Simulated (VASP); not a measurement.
A run of VASP 6.6.1:

Contents of POSCAR:

```
LuPd
1.0
    3.4223479634      0.0000000000      0.0000000000
    0.0000000000      3.4223479634      0.0000000000
    0.0000000000      0.0000000000      3.4223479634
Lu Pd
1 1
Direct
    0.0000000000      0.0000000000      0.0000000000
    0.5000000000      0.5000000000      0.5000000000
```

File INCAR.step1:

```
PREC = Accurate
ENCUT = 520
ISMEAR = -1
SIGMA = 0.05
LREAL = F
LASPH = T
NELM = 80
NBANDS = 24
GGA = PE
ALGO = Normal
EDIFF = 1E-4
LWAVE = T
LCHARG = F
```

File INCAR.step2:

```
PREC = Accurate
ENCUT = 520
EDIFF = 1E-6
ISMEAR = -1
SIGMA = 0.05
LREAL = F
LASPH = T
NELM = 80
ALGO = Normal
ISIF = 2
LWAVE = F
LCHARG = F
METAGGA = R2SCAN
LMIXTAU = T
NBANDS = 24
ISTART = 1
```

KPOINTS

```
regular mesh
0
Gamma
  7 7 7
```

Potentials or basis: VASP PAW PBE potentials, release 64 (Lu, Pd).

Run with:

```sh
$ cat potpaw_PBE.64/Lu/POTCAR potpaw_PBE.64/Pd/POTCAR > POTCAR
$ cp INCAR.step1 INCAR
$ mpirun -np 1 vasp_std > vasp.out
$ cp INCAR.step2 INCAR
$ mpirun -np 1 vasp_std > vasp.out
```

Hardware: 1 thread of Intel(R) Xeon(R) Platinum 8488C (Sapphire Rapids) (shared host).

Q: How long does it take, and how much memory?

A: It took 53 s on 1 thread of Intel(R) Xeon(R) Platinum 8488C (Sapphire Rapids) (shared host), peak memory 0.19 GiB. Counts: k points 20.
